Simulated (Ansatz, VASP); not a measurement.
# Ir in VASP and in Ansatz

```xyz
1
Lattice="0.0000 1.8098 2.1120 1.8098 0.0000 2.1120 1.8098 1.8098 0.0000" Properties=species:S:1:pos:R:3 pbc="T T T"
Ir    0.0000    0.0000    0.0000
```

Alike in both runs: task single point; functional LDA; k mesh 22 × 22 × 22; occupations gaussian, width 0.15 eV; no spin polarisation.

|  | VASP | Ansatz |
| --- | --- | --- |
| version | VASP 6.6.1 | Ansatz 0.2.0 |
| potentials or method | VASP PAW LDA potentials, release 64 (Ir), cutoff 520 eV | scalar-relativistic, plane waves, PAW |
| valence electrons in the cell | 9 | 17 |

VASP gave:

```
gap on the k mesh at the Fermi level (eV)                     : none
pressure (GPa)                                                : 9.1
traceless stress, the component that is largest in VASP (GPa) : -38.98
```

Question: Which values does Ansatz return?

Answer: gap on the k mesh at the Fermi level (eV): none; pressure (GPa): 6.7; traceless stress, the component that is largest in VASP (GPa): -39.02.

Ansatz warns that its potentials were made for another functional, while VASP's fit it. LDA's correlation is that of Perdew and Zunger in VASP and of Perdew and Wang (1992) in Ansatz. A gap of «none» marks a metal or a gap that the smearing closes. VASP's potentials hold 9 valence electrons a cell and Ansatz's 17, so a difference there can come from the potentials and not from the codes.

Spin-orbit coupling is off throughout.
